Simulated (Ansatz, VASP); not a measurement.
## Two plane-wave programs on Sr

File INCAR:

```
SYSTEM = Sr
  ALGO = Normal
  EDIFF = 1E-8
  ENCUT = 520
  GGA = PE
  ISIF = 2
  ISMEAR = -1
  LASPH = .TRUE.
  LCHARG = .FALSE.
  LEFG = .TRUE.
  LREAL = .FALSE.
  LWAVE = .FALSE.
  NBANDS = 17
  NELM = 60
  PREC = Accurate
  SIGMA = 0.08
```

KPOINTS

```
k-points
0
G
  10 10 5
  0 0 0
```

File POSCAR:

```
Sr
1.0
    4.3100002207      0.0000000000      0.0000000000
   -2.1550001104      3.7325696814      0.0000000000
    0.0000000000      0.0000000000      7.0500000000
Sr
2
Direct
    0.3333333333      0.6666666667      0.2500000000
    0.6666666667      0.3333333333      0.7500000000
```

Input for Ansatz:

```yaml
crystal:
  lattice:
    - [4.3100002207, 0.0, 0.0]
    - [-2.1550001104, 3.7325696814, 0.0]
    - [0.0, 0.0, 7.05]
  atoms:
    - { symbol: Sr, position: [0.3333333333, 0.6666666667, 0.25] }
    - { symbol: Sr, position: [0.6666666667, 0.3333333333, 0.75] }
kpoints:
  mp_grid: { grid: [10, 10, 5] }
scf:
  occupations: { method: fermi_dirac, width: 0.08 }
hamiltonian:
  xc: pbe
  pseudopotentials: { kind: paw }
output:
  forces: true
  stress: true
  eigenvalues: true
  efg: { contact_densities: true }
basis:
  ecutwfc: 600
```

Alike in both runs: task electric field gradients; functional PBE; k mesh 10 × 10 × 5; occupations fermi-dirac, width 0.08 eV; no spin polarisation.

|  | VASP | Ansatz |
| --- | --- | --- |
| version | VASP 6.6.1 | Ansatz 0.2.0 |
| potentials or method | VASP PAW PBE potentials, release 64 (Sr_sv), cutoff 520 eV | PAW with Ansatz's default frozen-core files, scalar-relativistic |
| valence electrons in the cell | 20 | 20 |

Ansatz gave:

```
pressure (GPa)                                                : -0.3
traceless stress, the component that is largest in VASP (GPa) : 0.08
size of Vzz on the site where it differs most (V/Å²)          : 4.8
```

Problem. Which values does VASP return?

Solution. Pressure (GPa): -0.3; traceless stress, the component that is largest in VASP (GPa): 0.08; size of Vzz on the site where it differs most (V/Å²): 4.6.

The functional is the same, so the differences come from potentials, cutoffs and numerics.
